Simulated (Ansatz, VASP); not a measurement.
## HgTe: VASP beside Ansatz

```xyz
2
Lattice="0.0000 2.9724 2.9724 2.9724 0.0000 2.9724 2.9724 2.9724 0.0000" Properties=species:S:1:pos:R:3 pbc="T T T"
Hg    0.0000    0.0000    0.0000
Te    2.9724    2.9724    2.9724
```

Alike in both runs: task single point; functional LDA; k mesh 12 × 12 × 12; occupations fermi-dirac, width 0.05 eV; no spin polarisation.

```csv
,VASP,Ansatz
version,VASP 6.6.1,Ansatz 0.2.0
potentials or method,"VASP PAW LDA potentials, release 64 (Hg, Te), cutoff 520 eV","all-electron LAPW, scalar-relativistic"
```

```csv
,VASP,Ansatz,Ansatz less VASP
pressure (GPa),0.4,0.0,-0.43
```

LDA's correlation is that of Perdew and Zunger in VASP and of Perdew and Wang (1992) in Ansatz. Ansatz ran all-electron here, and VASP with PAW potentials.

Spin-orbit coupling is off throughout.
